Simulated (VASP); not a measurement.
# Li5NbO5 (C2/c) in VASP: notebook

Runs on Li5NbO5. Level: PBEsol. Tasks: single point.

Program: VASP 6.6.1. These are calculated values, not measurements. Logs are shortened: lines on timing, memory, paths and dates and some standing lists are left out, and cuts for length are marked.

### Step 1. The cell of the first run

The structure is monoclinic, space group C2/c (No. 15). The conventional cell has a = 5.736 Å, b = 9.416 Å, c = 9.126 Å, α = 90.00°, β = 104.55°, γ = 90.00°. Within 2.7 Å of Li (site symmetry 1) lie 4 O at 1.91 to 2.15 Å and 4 Li at 2.44 to 2.69 Å. Within 3.2 Å of Li (site symmetry 1) lie 5 O at 1.98 to 2.36 Å and 8 Li at 2.59 to 3.20 Å and 1 Nb at 3.04 Å. Li (site symmetry 2) has 5 O at 2.05 to 2.10 Å and 4 Li at 2.52 to 2.64 Å within 2.7 Å. Within 2.5 Å of Nb (site symmetry 2) lie 5 O at 1.87 to 2.02 Å. Within 2.5 Å of O (site symmetry 1) lie 1 Nb at 1.91 Å and 4 Li at 1.91 to 2.13 Å. O (site symmetry 1) has 5 Li at 1.99 to 2.20 Å and 1 Nb at 2.02 Å and 8 O at 2.70 to 3.29 Å within 3.3 Å. Within 2.5 Å of O (site symmetry 2) lie 1 Nb at 1.87 Å and 5 Li at 2.05 to 2.36 Å.

### Step 2. Single point, PBEsol (10.84 Å³/atom)

Input file INCAR:

```
ALGO = Normal
EDIFF = 1E-6
ENCUT = 520
GGA = PS
ISIF = 2
ISMEAR = 0
LASPH = True
LCHARG = False
LREAL = Auto
LWAVE = False
NBANDS = 75
NELM = 80
PREC = Accurate
SIGMA = 0.02
```

Input file KPOINTS:

```
k-points
0
Gamma
  6 6 4
```

Input file POSCAR:

```
Li5NbO5
1.0
    2.8677886586     -4.7081724163     -0.0028540030
    2.8677886586      4.7081724163     -0.0028540030
   -2.2839210750      0.0000000000      8.8356016854
Li Nb O
10 2 10
Direct
    0.0490750989      0.7018785420      0.4430610391
    0.7742654773      0.5456547701      0.0406951349
    0.3268090634      0.6731909366      0.2500000000
    0.7018785420      0.0490750989      0.9430610391
    0.5456547701      0.7742654773      0.5406951349
    0.4543452299      0.2257345227      0.4593048651
    0.2981214580      0.9509249011      0.0569389609
    0.6731909366      0.3268090634      0.7500000000
    0.2257345227      0.4543452299      0.9593048651
    0.9509249011      0.2981214580      0.5569389609
    0.9112705504      0.0887294496      0.2500000000
    0.0887294496      0.9112705504      0.7500000000
    0.9878649534      0.3267841783      0.1083741521
    0.1959461877      0.4255344084      0.4100360341
    0.3267841783      0.9878649534      0.6083741521
    0.4255344084      0.1959461877      0.9100360341
    0.1095462901      0.8904537099      0.2500000000
    0.8904537099      0.1095462901      0.7500000000
    0.5744655916      0.8040538123      0.0899639659
    0.6732158217      0.0121350466      0.3916258479
    0.8040538123      0.5744655916      0.5899639659
    0.0121350466      0.6732158217      0.8916258479
```

Potentials or basis: VASP PAW PBE potentials, release 64 (Li_sv, Nb_sv, O).

Launch:

```
$ cat potpaw_PBE.64/Li_sv/POTCAR potpaw_PBE.64/Nb_sv/POTCAR potpaw_PBE.64/O/POTCAR > POTCAR
$ mpirun -np 1 vasp_std > vasp.out
```

OUTCAR:

```text
EDIFF = 1E-6
   ENCUT = 520
   GGA = PS
   ISIF = 2
   ISMEAR = 0
   LASPH = True
   LREAL = Auto
   NELM = 80
   PREC = Accurate

 ion  position               nearest neighbor table
   1  0.049  0.702  0.443-  15 1.91  21 1.99  14 2.04  17 2.15  10 2.44   3 2.52   5 2.59
   2  0.774  0.546  0.041-  22 1.98  16 2.06  13 2.13  19 2.20   4 2.59
   3  0.327  0.673  0.250-  17 2.05  13 2.06  20 2.06  19 2.10  14 2.10   7 2.52   1 2.52
   4  0.702  0.049  0.943-  13 1.91  19 1.99  16 2.04  18 2.15   7 2.44   8 2.52   2 2.59
   5  0.546  0.774  0.541-  20 1.98  14 2.06  15 2.13  21 2.20   1 2.59
   6  0.454  0.226  0.459-  15 1.98  21 2.06  20 2.13  14 2.20  10 2.59
   7  0.298  0.951  0.057-  22 1.91  16 1.99  19 2.04  17 2.15   4 2.44   3 2.52   9 2.59
   8  0.673  0.327  0.750-  18 2.05  15 2.06  22 2.06  21 2.10  16 2.10  10 2.52   4 2.52
   9  0.226  0.454  0.959-  13 1.98  19 2.06  22 2.13  16 2.20   7 2.59
  10  0.951  0.298  0.557-  20 1.91  14 1.99  21 2.04  18 2.15   1 2.44   8 2.52   6 2.59
  11  0.911  0.089  0.250-  17 1.87  13 1.91  20 1.91  19 2.02  14 2.02
  12  0.089  0.911  0.750-  18 1.87  15 1.91  22 1.91  21 2.02  16 2.02
  13  0.988  0.327  0.108-  11 1.91   4 1.91   9 1.98   3 2.06   2 2.13
  14  0.196  0.426  0.410-  10 1.99  11 2.02   1 2.04   5 2.06   3 2.10   6 2.20
  15  0.327  0.988  0.608-  12 1.91   1 1.91   6 1.98   8 2.06   5 2.13
  16  0.426  0.196  0.910-   7 1.99  12 2.02   4 2.04   2 2.06   8 2.10   9 2.20
  17  0.110  0.890  0.250-  11 1.87   3 2.05   7 2.15   1 2.15
  18  0.890  0.110  0.750-  12 1.87   8 2.05  10 2.15   4 2.15
  19  0.574  0.804  0.090-   4 1.99  11 2.02   7 2.04   9 2.06   3 2.10   2 2.20
  20  0.673  0.012  0.392-  11 1.91  10 1.91   5 1.98   3 2.06   6 2.13
  21  0.804  0.574  0.590-   1 1.99  12 2.02  10 2.04   6 2.06   8 2.10   5 2.20
  22  0.012  0.673  0.892-  12 1.91   7 1.91   2 1.98   8 2.06   9 2.13

  LATTYP: Found a base centered monoclinic cell.
 ALAT       =     5.7355801575
 B/A-ratio  =     1.6417423476
 C/A-ratio  =     1.5911232874
 COS(beta)  =    -0.2512282775

  Lattice vectors:

 A1 = (   2.8677886586,  -4.7081724163,  -0.0028540030)
 A2 = (   2.8677886586,   4.7081724163,  -0.0028540030)
 A3 = (  -2.2839210750,   0.0000000000,   8.8356016854)

Analysis of symmetry for initial positions (statically):
=====================================================================
 Subroutine PRICEL returns:
 Original cell was already a primitive cell.

 Routine SETGRP: Setting up the symmetry group for a
 base centered monoclinic supercell.

 Subroutine GETGRP returns: Found  4 space group operations
 (whereof  2 operations were pure point group operations)
 out of a pool of  4 trial point group operations.

The static configuration has the point symmetry S_2 .
 The point group associated with its full space group is C_2h.

[... 164 lines left out ...]
   NELECT =     116.0000    total number of electrons
   NUPDOWN=      -1.0000    fix difference up-down
   EMIN   =  10.00;   EMAX   =-10.00  energy-range for DOS
   EFERMI =   0.00;   METHOD = LEGACY
   ISMEAR =     0;   SIGMA  =   0.02  broadening in eV -4-tet -1-fermi 0-gaus
   EFERMI_NEDOS =   21; number of points for ismear=-14 and -15
   IALGO  =     38    algorithm
   IMIX   =      4    mixing-type and parameters
     AMIX     =   0.40;   BMIX     =  1.00
     AMIX_MAG =   1.60;   BMIX_MAG =  1.00
  volume/ion in A,a.u.               =      10.84        73.17
  Fermi-wavevector in a.u.,A,eV,Ry     =   1.287388  2.432811 22.549866  1.657368
  Thomas-Fermi vector in A             =   2.419405
   LORBIT       =      0    0 simple, 1 ext, 2 COOP (PROOUT), +10 PAW based schemes
   GGA     = PS    functional components
   LHFCALC =     F    Hartree Fock is set to
   AEXX    =    0.0000 exact exchange contribution
   IVDW    =     0    specifies the selected vdW correction
   LEPSILON=     F    determine dielectric tensor
   LRPA    =     F    only Hartree local field effects (RPA)
 non-spin polarized calculation
 Gauss-broadening in eV      SIGMA  =   0.02
  energy-cutoff  :      520.00
  volume of cell :      238.54
 maximum number of plane-waves:      6464
 NGX is ok and might be reduce to    42
   NGX = 21   NGY = 21   NGZ = 33

 number of electron     116.0000025 magnetization

 Free energy of the ion-electron system (eV)
  ---------------------------------------------------
  ext. energy  EPLUGINS =         0.00000000
  ---------------------------------------------------
  free energy    TOTEN  =      -144.09929387 eV

  energy without entropy =     -144.09929387  energy(sigma->0) =     -144.09929387

 E-fermi :   1.6794     XC(G=0):  -9.5809

 val. band max:        1.5630722156   @ k =   0.5000   0.5000   0.2500
 cond. band min:       5.4479985742   @ k =   0.0000   0.0000   0.0000
 fundamental gap:      3.8849263586
 Fermi energy:         1.6794302097

 k-point     1 :       0.0000    0.0000    0.0000
  band No.  band energies     occupation
      1     -52.3447      2.00000
      2     -52.3446      2.00000
      3     -40.8201      2.00000
      4     -40.8183      2.00000
      5     -40.7791      2.00000
      6     -40.7777      2.00000
[... 1741 lines left out ...]
     69       9.2040      0.00000
     70       9.2868      0.00000

 [... further k-points ...]

 [bands above 70 left out]

------------------------ aborting loop because EDIFF is reached ----------------------------------------

  FORCE on cell =-STRESS in cart. coord.  units (eV):
  Direction    XX          YY          ZZ          XY          YZ          ZX
  --------------------------------------------------------------------------------------
  -------------------------------------------------------------------------------------
  Total       -5.9473984     -6.0556644     -5.9340034      0.0000000      0.0000000     -0.0878023
  in kB      -39.9469587    -40.6741502    -39.8569884      0.0000000      0.0000000     -0.5897425
  external PRESSURE =     -40.1593658 kB  Pullay stress =       0.0000000 kB

 VOLUME and BASIS-vectors are now :
 -----------------------------------------------------------------------------
  energy-cutoff  :      520.00
  volume of cell :      238.54
      direct lattice vectors                 reciprocal lattice vectors
     2.867788659 -4.708172416 -0.002854003     0.174395228 -0.106198320  0.045079549
     2.867788659  4.708172416 -0.002854003     0.174395228  0.106198320  0.045079549
    -2.283921075  0.000000000  8.835601685     0.000112663  0.000000000  0.113207606

 POSITION                                       TOTAL-FORCE (eV/Angst)
 -----------------------------------------------------------------------------------
      1.14166      3.07351      3.91257        -0.002295      0.007318     -0.031589
      3.69231     -1.07634      0.35580        -0.001650      0.003439      0.008848
      2.29681      1.63083      2.20605         0.000000      0.001517      0.000000
     -0.00030     -3.07351      8.33037        -0.002295     -0.007318     -0.031589
      2.55035      1.07634      4.77360        -0.001650     -0.003439      0.008848
      0.90131     -1.07634      4.05629         0.001650      0.003439     -0.008848
[... 14 lines left out ...]
      2.60587     -1.08094      5.20875         0.004513      0.010886      0.016506
     -0.07096      3.11248      7.87609        -0.010009      0.001104     -0.011306
 -----------------------------------------------------------------------------------
    total drift:                               -0.000000     -0.000000      0.000000

  FREE ENERGIE OF THE ION-ELECTRON SYSTEM (eV)
  ---------------------------------------------------
  free  energy   TOTEN  =      -144.0992938743 eV

  energy  without entropy=     -144.0992938743  energy(sigma->0) =     -144.09929387
```

stdout:

```text
POSCAR found type information on POSCAR LiNbO
 POSCAR found :  3 types and      22 ions
 scaLAPACK will be used
 -----------------------------------------------------------------------------
|                                                                             |
|                                                                             |
|     You enforced a specific xc type in the INCAR file but a different       |
|     I HOPE YOU KNOW WHAT YOU ARE DOING!                                     |
|                                                                             |
 -----------------------------------------------------------------------------

 LDA part: xc-table for (Slater+PW92), standard interpolation
 POSCAR, INCAR and KPOINTS ok, starting setup
 FFT: planning ... GRIDC
 FFT: planning ... GRID_SOFT
 FFT: planning ... GRID
 WAVECAR not read
 entering main loop
```

It took 55 min on 1 thread of AMD EPYC 7R13, shared host; peak memory 0.64 GiB.

What came out:

- Free energy: -144.0993 eV
- Largest force: 0.033 eV/Å
- Band gap on the k mesh: 3.88 eV (least direct gap 3.94 eV)

Forces in eV/Å, atoms in the order of the input:
```
Li  -0.002  0.007 -0.032
Li  -0.002  0.003  0.009
Li   0.000  0.002  0.000
Li  -0.002 -0.007 -0.032
Li  -0.002 -0.003  0.009
Li   0.002  0.003 -0.009
Li   0.002  0.007  0.032
Li   0.000 -0.002  0.000
Li   0.002 -0.003 -0.009
Li   0.002 -0.007  0.032
Nb   0.000  0.000  0.000
Nb   0.000  0.000  0.000
O    0.010 -0.001  0.011
O   -0.005 -0.011 -0.017
O    0.010  0.001  0.011
O   -0.005  0.011 -0.017
O    0.000 -0.009  0.000
O    0.000  0.009  0.000
O    0.005 -0.011  0.017
O   -0.010 -0.001 -0.011
O    0.005  0.011  0.017
O   -0.010  0.001 -0.011
```

Caveat: the cutoff is under 1.25 times the usual one of these potentials, so pressure, stress and relaxed cells hold a basis-set (Pulay) error; the PAW data sets were made with another functional, which shifts forces and pressure a little. A k mesh can miss the band edges.

### Step 3. Single point, PBEsol (11.25 Å³/atom)

This run uses another cell than the first one, of 11.25 Å³/atom.

Input file INCAR:

```
SYSTEM = Li5NbO5
PREC = Accurate ; ENCUT = 520
EDIFF = 1E-6 ; ISMEAR = 0
SIGMA = 0.02 ; LREAL = Auto
LASPH = .TRUE. ; NELM = 60
ALGO = Normal ; ISIF = 2
LWAVE = .FALSE. ; LCHARG = .FALSE.
GGA = PS ; NBANDS = 75
```

Input file KPOINTS:

```
regular mesh
0
G
  6 6 4
  0 0 0
```

Input file POSCAR:

```
Li5NbO5
1.0
    2.8909460026     -4.7875359135     -0.0129494163
    2.8909460026      4.7875359135     -0.0129494163
   -2.3333506915      0.0000000000      8.9529464530
Li Nb O
10 2 10
Direct
    0.0481838535      0.7021843976      0.4454318183
    0.7760475952      0.5436930258      0.0384187090
    0.3233924036      0.6766075964      0.2500000000
    0.7021843976      0.0481838535      0.9454318183
    0.5436930258      0.7760475952      0.5384187090
    0.4563069742      0.2239524048      0.4615812910
    0.2978156024      0.9518161465      0.0545681817
    0.6766075964      0.3233924036      0.7500000000
    0.2239524048      0.4563069742      0.9615812910
    0.9518161465      0.2978156024      0.5545681817
    0.9102347125      0.0897652875      0.2500000000
    0.0897652875      0.9102347125      0.7500000000
    0.9885979720      0.3254463596      0.1092891229
    0.1911773903      0.4271028512      0.4085102360
    0.3254463596      0.9885979720      0.6092891229
    0.4271028512      0.1911773903      0.9085102360
    0.1054844683      0.8945155317      0.2500000000
    0.8945155317      0.1054844683      0.7500000000
    0.5728971488      0.8088226097      0.0914897640
    0.6745536404      0.0114020280      0.3907108771
    0.8088226097      0.5728971488      0.5914897640
    0.0114020280      0.6745536404      0.8907108771
```

Potentials or basis: VASP PAW PBE potentials, release 64 (Li_sv, Nb_sv, O).

Launch:

```
$ cat potpaw_PBE.64/Li_sv/POTCAR potpaw_PBE.64/Nb_sv/POTCAR potpaw_PBE.64/O/POTCAR > POTCAR
$ mpirun -np 1 vasp_std > vasp.out
```

OUTCAR:

```text
SYSTEM = Li5NbO5
   PREC = Accurate
   ENCUT = 520
   EDIFF = 1E-6
   ISMEAR = 0
   LREAL = Auto
   LASPH = .TRUE.
   NELM = 60
   ISIF = 2
   GGA = PS

 ion  position               nearest neighbor table
   1  0.048  0.702  0.445-  15 1.92  21 1.99  14 2.05  17 2.21  10 2.46   3 2.56
   2  0.776  0.544  0.038-  22 2.00  16 2.08  13 2.17
   3  0.323  0.677  0.250-  13 2.08  20 2.08  17 2.09  19 2.12  14 2.12   7 2.56   1 2.56
   4  0.702  0.048  0.945-  13 1.92  19 1.99  16 2.05  18 2.21   7 2.46   8 2.56
   5  0.544  0.776  0.538-  20 2.00  14 2.08  15 2.17
   6  0.456  0.224  0.462-  15 2.00  21 2.08  20 2.17
[... 2015 lines left out ...]
  Total       -9.1381106     -9.1646811     -9.0912333      0.0000000      0.0000000     -0.0669268
  in kB      -59.1461228    -59.3180998    -58.8427110      0.0000000      0.0000000     -0.4331818
  external PRESSURE =     -59.1023112 kB  Pullay stress =       0.0000000 kB

 VOLUME and BASIS-vectors are now :
 -----------------------------------------------------------------------------
  energy-cutoff  :      520.00
  volume of cell :      247.54
      direct lattice vectors                 reciprocal lattice vectors
     2.890946003 -4.787535914 -0.012949416     0.173155911 -0.104437859  0.045128547
     2.890946003  4.787535914 -0.012949416     0.173155911  0.104437859  0.045128547
    -2.333350692  0.000000000  8.952946453     0.000500901  0.000000000  0.111825619

 POSITION                                       TOTAL-FORCE (eV/Angst)
 -----------------------------------------------------------------------------------
      1.12993      3.13105      3.97821        -0.003848      0.004097     -0.031523
      3.72565     -1.11241      0.32687        -0.001365      0.002822      0.013500
      2.30761      1.69103      2.22529         0.000000     -0.000203      0.000000
     -0.03675     -3.13105      8.45468        -0.003848     -0.004097     -0.031523
      2.55898      1.11241      4.80334        -0.001365     -0.002822      0.013500
      0.88956     -1.11241      4.12370         0.001365      0.002822     -0.013500
[... 14 lines left out ...]
      2.61432     -1.12950      5.27768         0.006397      0.008050      0.011969
     -0.09528      3.17486      7.96560        -0.008117     -0.002686     -0.011906
 -----------------------------------------------------------------------------------
    total drift:                                0.000000     -0.000000     -0.000000

  FREE ENERGIE OF THE ION-ELECTRON SYSTEM (eV)
  ---------------------------------------------------
  free  energy   TOTEN  =      -143.8291306584 eV

  energy  without entropy=     -143.8291306584  energy(sigma->0) =     -143.82913066
```

stdout:

```text
POSCAR found type information on POSCAR LiNbO
 POSCAR found :  3 types and      22 ions
 scaLAPACK will be used
 -----------------------------------------------------------------------------
|                                                                             |
|                                                                             |
|     You enforced a specific xc type in the INCAR file but a different       |
|     I HOPE YOU KNOW WHAT YOU ARE DOING!                                     |
|                                                                             |
 -----------------------------------------------------------------------------

 LDA part: xc-table for (Slater+PW92), standard interpolation
 POSCAR, INCAR and KPOINTS ok, starting setup
 FFT: planning ... GRIDC
 FFT: planning ... GRID_SOFT
 FFT: planning ... GRID
 WAVECAR not read
 entering main loop
```

It took 29 min on 1 thread of Oxide Virtual Turin-like, shared host; peak memory 0.63 GiB.

What came out:

```yaml
Free_energy: -143.8291 eV
Largest_force: 0.032 eV/Å
Band_gap_on_the_k_mesh: 3.80 eV (least direct gap 3.86 eV)
```

Forces in eV/Å, atoms in the order of the input:
```
Li  -0.004  0.004 -0.032
Li  -0.001  0.003  0.013
Li   0.000  0.000  0.000
Li  -0.004 -0.004 -0.032
Li  -0.001 -0.003  0.013
Li   0.001  0.003 -0.013
Li   0.004  0.004  0.032
Li   0.000  0.000  0.000
Li   0.001 -0.003 -0.013
Li   0.004 -0.004  0.032
Nb   0.000  0.000  0.000
Nb   0.000  0.000  0.000
O    0.008  0.003  0.012
O   -0.006 -0.008 -0.012
O    0.008 -0.003  0.012
O   -0.006  0.008 -0.012
O    0.000 -0.006  0.000
O    0.000  0.006  0.000
O    0.006 -0.008  0.012
O   -0.008  0.003 -0.012
O    0.006  0.008  0.012
O   -0.008 -0.003 -0.012
```

Caveat: the cutoff is under 1.25 times the usual one of these potentials, so pressure, stress and relaxed cells hold a basis-set (Pulay) error; the PAW data sets were made with another functional, which shifts forces and pressure a little.
